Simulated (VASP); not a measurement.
# O in VASP: further runs

O is run at these levels: RPBE, PBE; tasks: electric field gradients.

Program: VASP 6.6.1. These are calculated values, not measurements. Logs are shortened: lines on timing, memory, paths and dates and some standing lists are left out, and cuts for length are marked.

## Step 1: The cell of the first run

Symmetry: Fmmm, No. 69, orthorhombic system. Conventional cell: a = 3.018 Å, b = 4.302 Å, c = 6.422 Å, α = 90.00°, β = 90.00°, γ = 90.00°. Within 1.5 Å of O (site symmetry mm2) lie 1 O at 1.12 Å.

## Step 2: Electric field gradients, RPBE

The input, INCAR:

```
PREC     = Accurate       # precision mode
ENCUT    = 520            # plane-wave cutoff, eV
EDIFF    = 1E-8           # SCF threshold, eV
ISMEAR   = -1             # smearing method
SIGMA    = 0.01           # smearing width, eV
LREAL    = F              # projectors in reciprocal space
LASPH    = T              # aspherical terms in the spheres
NELM     = 60             # most SCF steps
ALGO     = Normal         # electronic algorithm
ISIF     = 2              # what is computed and relaxed
LWAVE    = F              # write WAVECAR
LCHARG   = F              # write CHGCAR
GGA      = RP             # functional
LEFG     = T            
NBANDS   = 13             # bands
```

The input, KPOINTS:

```
Automatic mesh
0
Gamma
  12 12 12
```

The input, POSCAR:

```
O
1.0
    0.0000000000      2.1510092115      3.2110560000
    1.5088346506      0.0000000000      3.2110560000
    1.5088346506      2.1510092115      0.0000000000
O
2
Direct
    0.0871000000      0.0871000000      0.9129000000
    0.9129000000      0.9129000000      0.0871000000
```

Potentials or basis: VASP PAW PBE potentials, release 64 (O).

Started as:

```
cat potpaw_PBE.64/O/POTCAR > POTCAR
mpirun -np 1 vasp_std > vasp.out
```

OUTCAR:

```text
PREC = Accurate
   ENCUT = 520
   EDIFF = 1E-8
   ISMEAR = -1
   LREAL = F
   LASPH = T
   NELM = 60
   ISIF = 2
   GGA = RP

 ion  position               nearest neighbor table
   1  0.087  0.087  0.913-   2 1.12
   2  0.913  0.913  0.087-   1 1.12

  LATTYP: Found a face centered orthorhombic cell.
 ALAT       =     3.0176693012
 B/A-ratio  =     1.4256096323
 C/A-ratio  =     2.1281695769

  Lattice vectors:

 A1 = (   0.0000000000,   2.1510092115,   3.2110560000)
 A2 = (   1.5088346506,   0.0000000000,   3.2110560000)
 A3 = (   1.5088346506,   2.1510092115,   0.0000000000)

Analysis of symmetry for initial positions (statically):
=====================================================================
 Subroutine PRICEL returns:
 Original cell was already a primitive cell.

 Routine SETGRP: Setting up the symmetry group for a
 face centered orthorhombic supercell.

 Subroutine GETGRP returns: Found  8 space group operations
 (whereof  8 operations were pure point group operations)
 out of a pool of  8 trial point group operations.

The static configuration has the point symmetry D_2h.

Analysis of symmetry for dynamics (positions and initial velocities):
=====================================================================
 Subroutine PRICEL returns:
 Original cell was already a primitive cell.

 Routine SETGRP: Setting up the symmetry group for a
 face centered orthorhombic supercell.

 Subroutine GETGRP returns: Found  8 space group operations
 (whereof  8 operations were pure point group operations)
 out of a pool of  8 trial point group operations.

The dynamic configuration has the point symmetry D_2h.

 Subroutine INISYM returns: Found  8 space group operations
 (whereof  8 operations are pure point group operations),
 and found     1 'primitive' translations

----------------------------------------------------------------------------------------

                                     Primitive cell

  volume of cell :      20.8431

  direct lattice vectors                    reciprocal lattice vectors
     0.000000000  2.151009211  3.211056000    -0.331381573  0.232449028  0.155712015
     1.508834651  0.000000000  3.211056000     0.331381573 -0.232449028  0.155712015
     1.508834651  2.151009211  0.000000000     0.331381573  0.232449028 -0.155712015

  length of vectors
     3.864934833  3.547881430  2.627436513     0.433696356  0.433696356  0.433696356

  position of ions in fractional coordinates (direct lattice)
     0.087100000  0.087100000  0.912900000
     0.912900000  0.912900000  0.087100000

  ion indices of the primitive-cell ions
   primitive index   ion index
                 1           1
                 2           2

----------------------------------------------------------------------------------------

 KPOINTS: Automatic mesh

Automatic generation of k-mesh.
 Grid dimensions read from file:
 generate k-points for:   12   12   12

 Generating k-lattice:

  Cartesian coordinates                     Fractional coordinates (reciprocal lattice)
    -0.027615131  0.019370752  0.012976001     0.083333333  0.000000000  0.000000000
     0.027615131 -0.019370752  0.012976001    -0.000000000  0.083333333 -0.000000000
     0.027615131  0.019370752 -0.012976001     0.000000000  0.000000000  0.083333333

  Length of vectors
     0.036141363  0.036141363  0.036141363

  Shift w.r.t. Gamma in fractional coordinates (k-lattice)
     0.000000000  0.000000000  0.000000000

 Subroutine IBZKPT returns following result:
 ===========================================

 Found    280 irreducible k-points:

 Following reciprocal coordinates:
            Coordinates               Weight
  0.000000  0.000000  0.000000      1.000000
  0.083333  0.000000  0.000000      8.000000
  0.166667 -0.000000  0.000000      8.000000
  0.250000 -0.000000 -0.000000      8.000000
  0.333333 -0.000000  0.000000      8.000000
  0.416667  0.000000  0.000000      8.000000
[... 16 lines left out ...]
  0.500000  0.166667  0.000000      8.000000
 -0.416667  0.166667 -0.000000      8.000000
 [... further k-points ...]
   k-points           NKPTS =    280   k-points in BZ     NKDIM =    280   number of bands    NBANDS=     13
   number of dos      NEDOS =    301   number of ions     NIONS =      2
   total plane-waves  NPLWV =  16800
   dimension x,y,z NGX =    30 NGY =   28 NGZ =   20
   dimension x,y,z NGXF=    60 NGYF=   56 NGZF=   40
   ions per type =               2
   NGX,Y,Z   is equivalent  to a cutoff of  12.90, 13.12, 12.65 a.u.
   NGXF,Y,Z  is equivalent  to a cutoff of  25.81, 26.24, 25.31 a.u.
 SYSTEM =  unknown system
   PREC   = accura    normal or accurate (medium, high low for compatibility)
   ISTART =      0    job   : 0-new  1-cont  2-samecut
   ICHARG =      2    charge: 1-file 2-atom 10-const
   ISPIN  =      1    spin polarized calculation?
   LNONCOLLINEAR =      F non collinear calculations
   LSORBIT =      F    spin-orbit coupling
   LASPH  =      T    aspherical Exc in radial PAW
   ENCUT  =  520.0 eV  38.22 Ry    6.18 a.u.   7.19  6.60  4.89*2*pi/ulx,y,z
   NELM   =     60;   NELMIN=  2; NELMDL= -5     # of ELM steps
   EDIFF  = 0.1E-07   stopping-criterion for ELM
   LREAL  =      F    real-space projection
   EDIFFG = 0.1E-06   stopping-criterion for IOM
   NSW    =      0    number of steps for IOM
   IBRION =     -1    ionic relax: 0-MD 1-quasi-New 2-CG
   NFREE  =      0    steps in history (QN), initial steepest desc. (CG)
   ISIF   =      2    stress and relaxation
   ISYM   =      2    0-nonsym 1-usesym 2-fastsym
   POTIM  = 0.5000    time-step for ionic-motion
   TEBEG  =    0.0;   TEEND  =   0.0 temperature during run
   PSTRESS=    0.0 pullay stress
   NELECT =      12.0000    total number of electrons
   NUPDOWN=      -1.0000    fix difference up-down
   EMIN   =  10.00;   EMAX   =-10.00  energy-range for DOS
   EFERMI =   0.00;   METHOD = LEGACY
   ISMEAR =    -1;   SIGMA  =   0.01  broadening in eV -4-tet -1-fermi 0-gaus
   EFERMI_NEDOS =   21; number of points for ismear=-14 and -15
   IALGO  =     38    algorithm
   IMIX   =      4    mixing-type and parameters
     AMIX     =   0.40;   BMIX     =  1.00
     AMIX_MAG =   1.60;   BMIX_MAG =  1.00
  volume/ion in A,a.u.               =      10.42        70.33
  Fermi-wavevector in a.u.,A,eV,Ry     =   1.361909  2.573634 25.236021  1.854795
  Thomas-Fermi vector in A             =   2.488444
   LORBIT       =      0    0 simple, 1 ext, 2 COOP (PROOUT), +10 PAW based schemes
   GGA     = RP    functional components
   LHFCALC =     F    Hartree Fock is set to
   AEXX    =    0.0000 exact exchange contribution
   IVDW    =     0    specifies the selected vdW correction
   LEPSILON=     F    determine dielectric tensor
   LRPA    =     F    only Hartree local field effects (RPA)
 non-spin polarized calculation
  energy-cutoff  :      520.00
  volume of cell :       20.84
 maximum number of plane-waves:       582
 NGX is ok and might be reduce to    30
   NGX = 15   NGY = 13   NGZ =  9

 number of electron      12.0000000 magnetization

 Free energy of the ion-electron system (eV)
  ---------------------------------------------------
  ext. energy  EPLUGINS =         0.00000000
  ---------------------------------------------------
  free energy    TOTEN  =        -8.18535668 eV

  energy without entropy =       -8.18498192  energy(sigma->0) =       -8.18516930

 E-fermi :   2.0655     XC(G=0):  -9.4450

 val. band max:        2.0641527407   @ k =  -0.0833   0.3333   0.3333
 cond. band min:       2.0846956267   @ k =  -0.2500   0.2500   0.4167
 fundamental gap:      0.0205428860
 Fermi energy:         2.0655447711

 k-point     1 :       0.0000    0.0000    0.0000
  band No.  band energies     occupation
      1     -28.3969      2.00000
      2     -11.9037      2.00000
      3      -8.1785      2.00000
      4      -5.7064      2.00000
      5      -5.4630      2.00000
      6       2.4608      0.00000
      7       3.0778      0.00000
      8      11.0926      0.00000
      9      15.4560      0.00000
     10      18.3246      0.00000
     11      22.2006      0.00000
     12      22.8760      0.00000
     13      26.4332      0.00000
[... 353 lines left out ...]
 k-point    24 :      -0.4167    0.1667   -0.0000
  band No.  band energies     occupation
      1     -28.0105      2.00000
      2     -12.3177      2.00000
      3      -8.0599      2.00000
      4      -6.1110      2.00000
      5      -5.7352      2.00000
      6       0.9856      2.00000
      7       2.9091      0.00000
      8      13.6584      0.00000
      9      15.4895      0.00000
     10      16.6342      0.00000
     11      19.1054      0.00000
     12      22.3600      0.00000
     13      27.3934      0.00000

 [... further k-points ...]
[... 5 lines left out ...]
  --------------------------------------------------------------------------------------
  -------------------------------------------------------------------------------------
  Total        0.3853252     -0.4084843     16.0137204     -0.0000000      0.0000000      0.0000000
  in kB       29.6193957    -31.3996026   1230.9517479     -0.0000000      0.0000000      0.0000000
  external PRESSURE =     409.7238470 kB  Pullay stress =       0.0000000 kB

 VOLUME and BASIS-vectors are now :
 -----------------------------------------------------------------------------
  energy-cutoff  :      520.00
  volume of cell :       20.84
      direct lattice vectors                 reciprocal lattice vectors
     0.000000000  2.151009211  3.211056000    -0.331381573  0.232449028  0.155712015
     1.508834651  0.000000000  3.211056000     0.331381573 -0.232449028  0.155712015
     1.508834651  2.151009211  0.000000000     0.331381573  0.232449028 -0.155712015

 POSITION                                       TOTAL-FORCE (eV/Angst)
 -----------------------------------------------------------------------------------
      1.50883      2.15101      0.55937         0.000000      0.000000     12.425494
      1.50883      2.15101      5.86275         0.000000      0.000000    -12.425494
 -----------------------------------------------------------------------------------
    total drift:                                0.000000      0.000000      0.000000

  FREE ENERGIE OF THE ION-ELECTRON SYSTEM (eV)
  ---------------------------------------------------
  free  energy   TOTEN  =        -8.1853566766 eV

  energy  without entropy=       -8.1849819203  energy(sigma->0) =       -8.18516930

 Electric field gradients (V/A^2)
---------------------------------------------------------------------
 ion       V_xx      V_yy      V_zz      V_xy      V_xz      V_yz
---------------------------------------------------------------------
   1     -56.457   -42.736    99.193    -0.000     0.001     0.001
   2     -56.457   -42.736    99.193    -0.000     0.001     0.001
---------------------------------------------------------------------

 Electric field gradients after diagonalization (V/A^2)
 (convention: |V_zz| > |V_xx| > |V_yy|)
----------------------------------------------------------------------
 ion       V_xx      V_yy      V_zz     asymmetry (V_yy - V_xx)/ V_zz
----------------------------------------------------------------------
   1     -56.457   -42.736    99.193       0.138
   2     -56.457   -42.736    99.193       0.138
----------------------------------------------------------------------

           NMR quadrupolar parameters

 Cq : quadrupolar parameter    Cq=e*Q*V_zz/h
 eta: asymmetry parameters     (V_yy - V_xx)/ V_zz
 Q  : nuclear electric quadrupole moment in mb (millibarn)
----------------------------------------------------------------------
 ion       Cq(MHz)       eta       Q (mb)
----------------------------------------------------------------------
   1       0.240       0.138       1.000
   2       0.240       0.138       1.000
----------------------------------------------------------------------
```

It took 76 s on 1 thread of Oxide Virtual Turin-like, shared host; peak memory 0.14 GiB.

What came out:

```
Free energy            : -8.1854 eV
Pressure               : 41.0 GPa
Largest force          : 12.425 eV/Å
Band gap on the k mesh : zero (band 6 reaches 3.16 eV, above the bottom of band 7 at 1.51 eV)
```

Forces in eV/Å, atoms in the order of the input:
```
O     0.000   0.000  12.425
O     0.000   0.000 -12.425
```

Stress tensor (GPa, compression positive):
```
  2.96   0.00   0.00
  0.00  -3.14   0.00
  0.00   0.00 123.10
```

Electric field gradients, principal values (V/Å²):
```csv
atom,least,middle,greatest (by size)
1 O,-42.736,-56.457,99.193
2 O,-42.736,-56.457,99.193
```

Caveat: the standard files for N, O and F lose accuracy on very short bonds; spin is off for a triplet molecule; without QUAD_EFG the Cq values of the log hold for a quadrupole moment of 1 mb, not for the nuclei; the PAW data sets were made with another functional, which shifts forces and pressure a little.

(Continued in part 2 of 2.)
